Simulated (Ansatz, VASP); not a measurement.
Given: the input of a run of VASP 6.6.1 on ZrB2.

File INCAR:

```
PREC = Accurate ; ENCUT = 520
EDIFF = 1E-7 ; ISMEAR = -1
SIGMA = 0.05 ; LREAL = F
LASPH = T ; NELM = 100
ALGO = Normal ; ISIF = 2
LWAVE = F ; LCHARG = F
NBANDS = 16
```

Contents of KPOINTS:

```
Automatic mesh
0
Gamma
  10 10 8
```

File POSCAR:

```
ZrB2
1.0
    3.2117153101      0.0000000000      0.0000000000
   -1.6058576551      2.7814270483      0.0000000000
    0.0000000000      0.0000000000      3.5794921737
Zr B
1 2
Direct
    0.0000000000      0.0000000000      0.0000000000
    0.6666666667      0.3333333333      0.5000000000
    0.3333333333      0.6666666667      0.5000000000
```

Potentials or basis: VASP PAW LDA potentials, release 64 (Zr_sv, B).

Run with:

```sh
$ cat potpaw_LDA.64/Zr_sv/POTCAR potpaw_LDA.64/B/POTCAR > POTCAR
$ mpirun -np 1 vasp_std > vasp.out
```

Problem. Set up the same calculation for Ansatz 0.2.0. Potentials there: all-electron LAPW, scalar-relativistic.

Solution. As run (the cutoff follows the program's own potentials):

The input input.yaml:

```yaml
crystal:
  lattice:
    - [3.2117153101, 0.0, 0.0]
    - [-1.6058576551, 2.7814270483, 0.0]
    - [0.0, 0.0, 3.5794921737]
  atoms:
    - { symbol: Zr, position: [0.0, 0.0, 0.0] }
    - { symbol: B, position: [0.6666666667, 0.3333333333, 0.5] }
    - { symbol: B, position: [0.3333333333, 0.6666666667, 0.5] }
kpoints:
  mp_grid: { grid: [10, 10, 8] }
scf:
  occupations: { method: fermi_dirac, width: 0.05 }
hamiltonian:
  xc: lda
  pseudopotentials: { kind: all_electron, lapw: { basis_error: 0.002 } }
output:
  forces: true
  stress: true
  eigenvalues: true
```

Potentials or basis: all-electron LAPW, scalar-relativistic.

The run is started by

```sh
$ ansatz run input.yaml --threads 2 --pin off --max-ram 8192MiB --backend cpu --events-out ev --progress --plain --runs-dir out
```

Both were run:

|  | VASP | Ansatz | Ansatz less VASP |
| --- | --- | --- | --- |
| gap on the k mesh at the Fermi level (eV) | none | none | - |
| pressure (GPa) | -16.6 | -17.0 | -0.39 |
| traceless stress, the component that is largest in VASP (GPa) | 1.13 | 1.14 | +0.009 |

LDA's correlation is that of Perdew and Zunger in VASP and of Perdew and Wang (1992) in Ansatz. A gap of «none» marks a metal or a gap that the smearing closes. Ansatz ran all-electron here, and VASP with PAW potentials.
